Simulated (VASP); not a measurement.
# Mg7Zn9O16 (P1) in VASP: a series of runs, part 2 of 2

VASP 6.6.1.

## (3) Single point, HSE06

File POSCAR:

```
Mg7Zn9O16
1.0
    8.5120840000      0.0000000000      0.0000000000
    0.0000000000      8.5120840000      0.0000000000
    0.0000000000      0.0000000000      8.5120840000
O Mg Zn
32 14 18
Direct
    0.2265250000      0.0259290000      0.0076120000
    0.2511230000      0.0286560000      0.5024270000
    0.2299010000      0.5133570000      0.0105430000
    0.2319140000      0.5179790000      0.5017570000
    0.7606990000      0.0227940000      0.0178170000
    0.7335940000      0.0164610000      0.5124860000
    0.7230950000      0.4967130000      0.0177700000
    0.7357470000      0.5231810000      0.5004770000
    0.9883340000      0.2648550000      0.0110620000
    0.9863550000      0.2654970000      0.4889250000
    0.9830500000      0.7528150000      0.0156750000
    0.9909510000      0.7872870000      0.5145860000
    0.4714590000      0.2532060000      0.9967410000
    0.4860660000      0.2781930000      0.5062530000
    0.4869800000      0.7631970000      0.0030630000
    0.4908490000      0.7591550000      0.5234000000
    0.0224210000      0.0072770000      0.2640130000
    0.9954210000      0.0143110000      0.7466800000
    0.9891200000      0.5094620000      0.2485940000
    0.9696620000      0.4847340000      0.7609620000
    0.4719070000      0.0006820000      0.2470110000
    0.4838080000      0.0111860000      0.7499430000
    0.4846520000      0.5086550000      0.2487540000
    0.4803850000      0.5213050000      0.7389450000
    0.2446870000      0.2651500000      0.2550150000
    0.2213130000      0.2658460000      0.7454510000
    0.2462780000      0.7543500000      0.2551850000
    0.2329530000      0.7535360000      0.7764920000
    0.7292330000      0.2621280000      0.2593640000
    0.7488450000      0.2630830000      0.7213400000
    0.7533800000      0.7814230000      0.2644810000
    0.7549900000      0.7676620000      0.7628030000
    0.9785780000      0.0123080000      0.9985760000
    0.9937890000      0.0184470000      0.5032750000
    0.9776410000      0.4937740000      0.0244360000
    0.9855050000      0.5124150000      0.4955690000
    0.4842800000      0.5339120000      0.5145470000
    0.2444610000      0.2705500000      0.5061630000
    0.2214100000      0.7601330000      0.0205730000
    0.7340060000      0.2781380000      0.4910050000
    0.2519070000      0.0242580000      0.2596570000
    0.2278360000      0.5223930000      0.7654990000
    0.7426560000      0.0085870000      0.2513020000
    0.7240880000      0.0195300000      0.7388040000
    0.9943580000      0.7655280000      0.2558650000
    0.4856130000      0.7472980000      0.7720250000
    0.4670720000      0.0028770000      0.0045300000
    0.4997720000      0.0172890000      0.5229150000
    0.4645800000      0.5062530000      0.0304020000
    0.2283250000      0.2748170000      0.0108110000
    0.2441840000      0.7713900000      0.5066620000
    0.7328290000      0.2646990000      0.9868750000
    0.7251520000      0.7592980000      0.9934550000
    0.7446530000      0.7741230000      0.5126580000
    0.2293600000      0.0263190000      0.7563680000
    0.2174010000      0.5131090000      0.2425740000
    0.7352670000      0.5310800000      0.2550440000
    0.7217560000      0.5117300000      0.7457220000
    0.9722640000      0.2442820000      0.2562580000
    0.9906340000      0.2540770000      0.7536150000
    0.9981860000      0.7475160000      0.7623670000
    0.4768610000      0.2676930000      0.2707050000
    0.4940960000      0.2659850000      0.7535650000
    0.4869870000      0.7668760000      0.2481590000
```

File INCAR.step1:

```
ALGO = Normal
EDIFF = 1E-5
ENCUT = 520
GGA = PE
ISIF = 2
ISMEAR = -1
LASPH = True
LCHARG = False
LREAL = Auto
LUSENCCL = False
LWAVE = True
NBANDS = 256
NELM = 60
PREC = Accurate
SIGMA = 0.05
```

File INCAR.step2:

```
ALGO = Normal
EDIFF = 1E-7
ENCUT = 520
GGA = PE
HFSCREEN = 0.2079
ISIF = 2
ISMEAR = -1
ISTART = 1
LASPH = True
LCHARG = False
LHFCALC = True
LREAL = Auto
LUSENCCL = False
LWAVE = False
NBANDS = 256
NELM = 60
PREC = Accurate
PRECFOCK = Fast
SIGMA = 0.05
```

File KPOINTS:

```
k-points
0
Gamma
  1 1 1
```

Potentials or basis: VASP PAW PBE potentials, release 64 (O, Mg, Zn).

Launch:

```
$ cat potpaw_PBE.64/O/POTCAR potpaw_PBE.64/Mg/POTCAR potpaw_PBE.64/Zn/POTCAR > POTCAR
$ cp INCAR.step1 INCAR
$ mpirun -np 1 vasp_gam > vasp.out
$ cp INCAR.step2 INCAR
$ mpirun -np 1 vasp_gam > vasp.out
```

OUTCAR:

```text
EDIFF = 1E-7
   ENCUT = 520
   GGA = PE
   HFSCREEN = 0.2079
   ISIF = 2
   ISMEAR = -1
   ISTART = 1
   LASPH = True
   LHFCALC = True
   LREAL = Auto
   NELM = 60
   PREC = Accurate
   PRECFOCK = Fast

 ion  position               nearest neighbor table
   1  0.227  0.026  0.008-  47 2.06  33 2.12  50 2.12  55 2.14  41 2.16  39 2.27
   2  0.251  0.029  0.502-  38 2.06  41 2.07  48 2.13  55 2.17  51 2.19  34 2.19
   3  0.230  0.513  0.011-  56 1.98  49 2.01  50 2.03  42 2.09  39 2.10  35 2.16
   4  0.232  0.518  0.502-  36 2.10  38 2.11  37 2.16  51 2.16  56 2.21  42 2.25
   5  0.761  0.023  0.018-  33 1.86  43 2.00  52 2.09  53 2.27  44 2.40  47 2.51
   6  0.734  0.016  0.512-  44 1.93  48 1.99  54 2.06  34 2.22  43 2.23  40 2.23
[... 50 lines left out ...]
  45  0.994  0.766  0.256-  11 2.05  31 2.06  17 2.07  27 2.15  19 2.18  12 2.21  39 2.78  56 2.87
                            36 2.97  57 2.97  43 2.98  34 3.01  51 3.01  33 3.04  35 3.04  54 3.05
  46  0.486  0.747  0.772-  24 1.94  15 1.97  16 2.12  28 2.15  22 2.25  32 2.30  53 2.78  37 2.85
                            58 2.85  42 2.91  47 2.95  49 3.01  51 3.06  39 3.09  44 3.09  54 3.13
  47  0.467  0.003  0.005-  15 2.05   1 2.06  21 2.06  13 2.13  22 2.17   5 2.51  41 2.85  64 2.89
[... 338 lines left out ...]
      3     -17.5393      2.00000
      4     -17.2756      2.00000
      5     -17.1679      2.00000
      6     -17.1591      2.00000
[... 222 lines left out ...]
    229       9.7126      0.00000
    230       9.8499      0.00000
 [bands above 230 left out]

------------------------ aborting loop because EDIFF is reached ----------------------------------------

  FORCE on cell =-STRESS in cart. coord.  units (eV):
  Direction    XX          YY          ZZ          XY          YZ          ZX
  --------------------------------------------------------------------------------------
  -------------------------------------------------------------------------------------
  Total       10.8416299      9.3062288     18.2156881     -0.5017252      1.0276066     -0.6476244
  in kB       28.1642026     24.1755634     47.3204058     -1.3033731      2.6694991     -1.6823877
  external PRESSURE =      33.2200573 kB  Pullay stress =       0.0000000 kB

 VOLUME and BASIS-vectors are now :
 -----------------------------------------------------------------------------
  energy-cutoff  :      520.00
  volume of cell :      616.75
      direct lattice vectors                 reciprocal lattice vectors
     8.512084000  0.000000000  0.000000000     0.117480044  0.000000000  0.000000000
     0.000000000  8.512084000  0.000000000     0.000000000  0.117480044  0.000000000
     0.000000000  0.000000000  8.512084000     0.000000000  0.000000000  0.117480044

 POSITION                                       TOTAL-FORCE (eV/Angst)
 -----------------------------------------------------------------------------------
      1.92820      0.22071      0.06479        -0.023990     -1.384775     -0.195958
      2.13758      0.24392      4.27670        -0.168708     -0.733973      0.287545
      1.95694      4.36974      0.08974        -0.277082      0.594946     -1.292369
      1.97407      4.40908      4.27100        -0.191314      0.216707      0.622695
      6.47513      0.19402      0.15166        -2.021591     -0.148717     -0.997077
      6.24441      0.14012      4.36232         0.501896      0.252948     -1.460441
[... 56 lines left out ...]
      4.20579      2.26409      6.41441        -0.762524      0.198928      0.089135
      4.14527      6.52771      2.11235         0.124614     -0.336843      0.910999
 -----------------------------------------------------------------------------------
    total drift:                               -0.006055     -0.027312     -0.036545

  FREE ENERGIE OF THE ION-ELECTRON SYSTEM (eV)
  ---------------------------------------------------
  free  energy   TOTEN  =      -393.5403803300 eV

  energy  without entropy=     -393.5403803300  energy(sigma->0) =     -393.54038033
```

It took 15 min on 1 × NVIDIA H100 80GB with 1 thread of AMD EPYC 7R13 (Zen 3), shared host; peak memory 1.5 GiB.

Results:

* Free energy: -393.5404 eV
* Pressure: 3.3 GPa
* Largest force: 2.558 eV/Å
* Band gap on the k mesh: 3.33 eV

Forces on the atoms (eV/Å):
```
O   -0.024 -1.385 -0.196
O   -0.169 -0.734  0.288
O   -0.277  0.595 -1.292
O   -0.191  0.217  0.623
O   -2.022 -0.149 -0.997
O    0.502  0.253 -1.460
O    0.271  0.969 -0.821
O    0.290 -0.004 -0.269
O   -0.483 -0.622  0.235
O   -0.009  0.035  0.256
O    0.163  0.149 -0.113
O    0.402 -2.023 -0.676
O    0.936  0.455 -0.524
O    0.303 -0.060  0.530
O   -0.135 -0.314 -0.027
O   -0.112  0.923 -0.374
O   -2.250 -0.240 -0.446
O   -1.030 -0.080  0.656
O   -1.142  0.918  1.352
O    0.803  2.428 -0.088
O    2.190  0.435  0.233
O    0.509 -0.308  1.579
O    0.342  1.143  1.979
O    0.055 -0.745  1.781
O   -0.201  0.217  0.348
O    1.569  0.888  0.318
O   -0.764  0.504 -0.152
O    0.526  0.266 -0.215
O   -0.142 -0.673 -0.127
O   -1.536 -0.476  1.890
O   -0.695 -1.089 -0.457
O   -1.312 -0.009 -0.230
Mg   1.974  0.010  0.048
Mg   0.305  0.418  0.293
Mg  -0.633  0.995 -1.857
Mg   0.241 -0.362  0.633
Mg  -0.397 -1.353 -1.700
Mg  -0.655  0.225 -0.187
Mg   0.362  0.610 -0.865
Mg   0.232 -0.379  0.215
Mg  -1.274 -0.073 -0.083
Mg  -0.041 -1.460 -0.860
Mg  -0.743  0.985  0.269
Mg   1.377 -0.222  1.392
Mg  -0.125  0.417  0.366
Mg  -0.472  1.326 -1.150
Zn   0.160  1.221 -0.049
Zn  -1.313 -0.245 -1.612
Zn   1.223 -0.473 -1.739
Zn   0.230 -1.427 -0.353
Zn  -0.194 -0.009 -0.013
Zn  -0.228 -0.517  0.914
Zn   1.306  0.167  0.858
Zn  -0.088 -0.350 -0.176
Zn   0.542 -0.415  0.042
Zn   1.282 -0.387  2.066
Zn  -0.251 -0.612  0.072
Zn   1.217 -0.150  0.417
Zn   0.579  0.322 -0.239
Zn  -0.547  0.181 -0.358
Zn  -0.781  0.522 -0.142
Zn   0.987 -0.309 -0.805
Zn  -0.763  0.199  0.089
Zn   0.125 -0.337  0.911
```

Stress tensor (GPa, compression positive):
```
 2.82 -0.13 -0.17
-0.13  2.42  0.27
-0.17  0.27  4.73
```

Levels at points of the mesh, in eV from the valence-band top:
| k point | band 214 | band 215 | band 216 | band 217 | band 218 | band 219 | band 220 | band 221 | band 222 | band 223 |
| --- | --- | --- | --- | --- | --- | --- | --- | --- | --- | --- |
| (0.00, 0.00, 0.00) | -0.55 | -0.50 | -0.38 | -0.09 | 0.00 | 3.33 | 6.35 | 6.44 | 6.53 | 6.68 |

Caveat: the k points lie up to 0.74 Å⁻¹ apart; the PAW data sets were made with another functional, which shifts forces and pressure a little.
